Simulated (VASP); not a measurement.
Runs of VASP 6.6.1 on Ru. The structure is that of space group Fm-3m (No. 225), or close to it. The cells are those of the table. This isn't the form of Ru at room conditions, which is hcp.

```csv
cell,k mesh,gap on the mesh (eV),pressure (GPa)
"a = 2.751 Å, angles 60.0°, 1 atom",18 × 18 × 18,none,-16.4
"a = 2.712, b = 2.740, c = 2.707 Å, angles 60.7, 60.9, 60.9°, 1 atom",16 × 16 × 16,none,-12.7
"a = 2.816 Å, angles 60.0°, 1 atom",18 × 18 × 18,none,(b)
"a = 2.764 Å, angles 60.0°, 1 atom",18 × 18 × 18,none,(a)
"a = 2.650 Å, angles 60.0°, 1 atom",18 × 18 × 18,none,17.1
```

Alike in all rows: task single point; level PBE; potentials or basis VASP PAW PBE potentials, release 64 (Ru_pv); no spin polarisation; cutoff (eV) 520; smearing gaussian 0.1 eV.

Fill in the values left out.

(a) -19.5; (b) -29.4.

Caveats: the cell stands under tension (at least some runs); an empty level that is flat over the whole mesh can mark a ghost state of the potentials, or a narrow d or f band (at least some runs); the cell stands under pressure (at least some runs).

A k mesh can miss the band edges, and the runs leave out spin-orbit coupling on Ru.

A gap of «none» marks levels without a gap at the run's occupations.
